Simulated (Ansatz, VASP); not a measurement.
# TiO2 in VASP and in Ansatz

```
Ti O
1.0
    -1.86982    1.86982    4.74331
     1.86982   -1.86982    4.74331
     1.86982    1.86982   -4.74331
Ti O
2 4
Cartesian
  0.0000 1.8698 2.3717
  0.0000 0.0000 0.0000
  0.0000 1.8698 0.4052
  0.0000 0.0000 7.5202
  0.0000 0.0000 1.9664
  0.0000 1.8698 4.3381
```

Alike in both runs: task single point; functional r2SCAN; k mesh 8 × 8 × 8; no spin polarisation.

|  | VASP | Ansatz |
| --- | --- | --- |
| version | VASP 6.6.1 | Ansatz 0.2.0 |
| potentials or method | VASP PAW PBE potentials, release 64 (Ti_sv, O) | plane waves, PAW |
| plane-wave cutoff (eV) | 520 | 500 |
| occupations | gaussian, width 0.01 eV | fixed |
| valence electrons in the cell | 48 | 48 |

|  | VASP | Ansatz | Ansatz less VASP |
| --- | --- | --- | --- |
| gap on the k mesh at the Fermi level (eV) | 2.67 | 2.65 | -0.020 |
| pressure (GPa) | 8.8 | 7.4 | -1.35 |
| traceless stress, the component that is largest in VASP (GPa) | 0.10 | 0.22 | +0.116 |
| rms of the force components (eV/Å) | 0.100 | 0.087 | -0.0125 |

VASP's potentials were made for PBE, not for r2SCAN. Atom by atom the forces differ by 0.012 eV/Å (rms over components).
